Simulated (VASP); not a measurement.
**MoS2: elastic constants with PBEsol**

Crystal: MoS2.

```
Mo S
1.0
     3.14146    0.00000    0.00000
    -1.57073    2.72058    0.00000
     0.00000    0.00000   12.57149
Mo S
2 4
Direct
  0.33333 0.66667 0.25000
  0.66667 0.33333 0.75000
  0.33333 0.66667 0.62599
  0.66667 0.33333 0.12599
  0.33333 0.66667 0.87401
  0.66667 0.33333 0.37401
```

| Item | Value |
| --- | --- |
| Program | VASP 6.6.1 |
| Task | elastic constants |
| Functional | PBEsol |
| Potentials or basis | VASP PAW PBE potentials, release 64 (Mo_sv, S) |
| Cutoff | 600 eV |
| k mesh | 6 × 6 × 2 |
| Occupations | gaussian, width 0.01 eV |
| Spin | no spin polarisation |
| Dipole correction | no |
| Ions in elastic constants | relaxed |
| Further INCAR settings | ALGO = Normal; EDIFF = 1e-08; IBRION = 6; POTIM = 0.015; NSW = 1; ISIF = 3 |

The voigt bulk modulus is 67 GPa. The highest phonon frequency at Γ, LO-TO splitting left out is 470 cm⁻¹.

Phonon frequencies in cm⁻¹ (negative: imaginary):
```csv
q point,frequencies
"(0.000, 0.000, 0.000)",0 0 0 26 26 35 284 284 286 286 384 384 384 384 405 407 468 470
```

Elastic tensor in Voigt notation (GPa, in the Cartesian axes of the cell as first typed):
```
227  54   5   0   0   0
 54 227   5   0   0   0
  5   5  22   0   0   0
  0   0   0  11   0   0
  0   0   0   0  11   0
  0   0   0   0   0  86
```

Clamped-ion elastic tensor (GPa):
```
267  80  99   0   0   0
 80 267  99   0   0   0
 99  99 292   0   0   0
  0   0   0 143   0   0
  0   0   0   0 143   0
  0   0   0   0   0  93
```

It took 45 min on 1 thread of Oxide Virtual Turin-like Processor, on a shared host, peak memory 0.4 GiB.

Caveat: the k points lie up to 0.38 Å⁻¹ apart; the PAW data sets were made with another functional, which shifts forces and pressure a little; this functional lacks dispersion, which binds layers or chains, so the pressure and a relaxed spacing across them are unreliable.
